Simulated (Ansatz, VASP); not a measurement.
**BiRu in VASP and in Ansatz**

```
Ru Bi
1.0
     0.00000    3.02309    3.02309
     3.02309    0.00000    3.02309
     3.02309    3.02309    0.00000
Ru Bi
1 1
Direct
  0.00000 0.00000 0.00000
  0.25000 0.25000 0.25000
```

Alike in both runs: task single point; functional revPBE; k mesh 10 × 10 × 10; occupations gaussian, width 0.05 eV; no spin polarisation.

```csv
,VASP,Ansatz
version,VASP 6.6.1,Ansatz 0.2.0
potentials or method,"VASP PAW PBE potentials, release 64 (Ru_pv, Bi_d), cutoff 520 eV","scalar-relativistic, plane waves, PAW"
valence electrons in the cell,29,31
```

```csv
,VASP,Ansatz,Ansatz less VASP
pressure (GPa),3.5,3.5,-0.06
```

VASP's potentials were made for PBE, not for revPBE. The functional is the same, so the differences come from potentials, cutoffs and numerics. VASP's potentials hold 29 valence electrons a cell and Ansatz's 31, so a difference there can come from the potentials and not from the codes.

Neither program's run includes spin-orbit coupling.
